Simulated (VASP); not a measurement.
Runs of VASP 6.6.1 on Mg. The structure is that of space group I4/mmm (No. 139), or close to it. The cells are those of the table. 

```csv
cell,k mesh,smearing,gap on the mesh (eV),pressure (GPa)
"a = 3.671, b = 3.671, c = 3.444 Å, 2 atoms",12 × 12 × 12,gaussian 0.1 eV,none,-0.5
"a = 3.671, b = 3.671, c = 3.342 Å, 2 atoms",12 × 12 × 12,gaussian 0.1 eV,none,0.6
"a = 3.671, b = 3.671, c = 3.308 Å, 2 atoms",12 × 12 × 12,gaussian 0.1 eV,none,(b)
"a = 3.671, b = 3.671, c = 3.376 Å, 2 atoms",12 × 12 × 12,gaussian 0.1 eV,none,(a)
"a = 3.671, b = 3.671, c = 3.411 Å, angles 90.0, 88.9, 90.0°, 2 atoms",12 × 12 × 12,gaussian 0.1 eV,none,-0.2
"a = 3.106, b = 3.106, c = 5.192 Å, angles 90.0, 90.0, 113.4°, 2 atoms",12 × 12 × 8,gaussian 0.15 eV,none,-0.2
"a = 3.671, b = 3.671, c = 3.413 Å, angles 90.0, 87.7, 90.0°, 2 atoms",12 × 12 × 12,gaussian 0.1 eV,none,-0.1
"a = 3.671, b = 3.671, c = 3.416 Å, angles 90.0, 86.6, 90.0°, 2 atoms",12 × 12 × 12,gaussian 0.1 eV,none,0.0
"a = 3.671, b = 3.671, c = 3.411 Å, angles 90.0, 88.3, 90.0°, 2 atoms",12 × 12 × 12,gaussian 0.1 eV,none,-0.1
"a = 3.671, b = 3.671, c = 3.410 Å, angles 90.0, 89.4, 90.0°, 2 atoms",12 × 12 × 12,gaussian 0.1 eV,none,-0.2
```

Alike in all rows: task single point; level PBE; potentials or basis VASP PAW PBE potentials, release 64 (Mg); no spin polarisation; cutoff (eV) 520.

**Question.** Fill in the values left out.

**Answer.** (a) 0.2; (b) 1.0.

A gap of «none» marks levels without a gap at the run's occupations.
